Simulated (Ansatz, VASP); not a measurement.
# One calculation of TaAs, two programs

```
Ta As
1.0
     3.21649    0.00000    0.00000
     0.00000    3.21649    0.00000
     0.00000    0.00000    3.21982
Ta As
1 1
Direct
  0.50000 0.50000 0.00000
  0.00000 0.00000 0.50000
```

Alike in both runs: functional PBE; k mesh 6 × 6 × 6; occupations gaussian, width 0.1 eV; no spin polarisation.

Ansatz relaxed the structure, and its values are those at the end. VASP's run is a single point on that final structure, the one shown.

```csv
,VASP,Ansatz
version,VASP 6.6.1,Ansatz 0.2.0
potentials or method,"VASP PAW PBE potentials, release 64 (Ta_pv, As), cutoff 520 eV","scalar-relativistic, plane waves, PAW"
valence electrons in the cell,16,28
```

```tsv
	VASP	Ansatz	Ansatz less VASP
gap on the k mesh at the Fermi level (eV)	none	none	-
pressure (GPa)	0.4	0.0	-0.41
```

A gap of «none» marks a metal or a gap that the smearing closes. VASP's potentials hold 16 valence electrons a cell and Ansatz's 28, so a difference there can come from the potentials and not from the codes.

Spin-orbit coupling is off throughout.
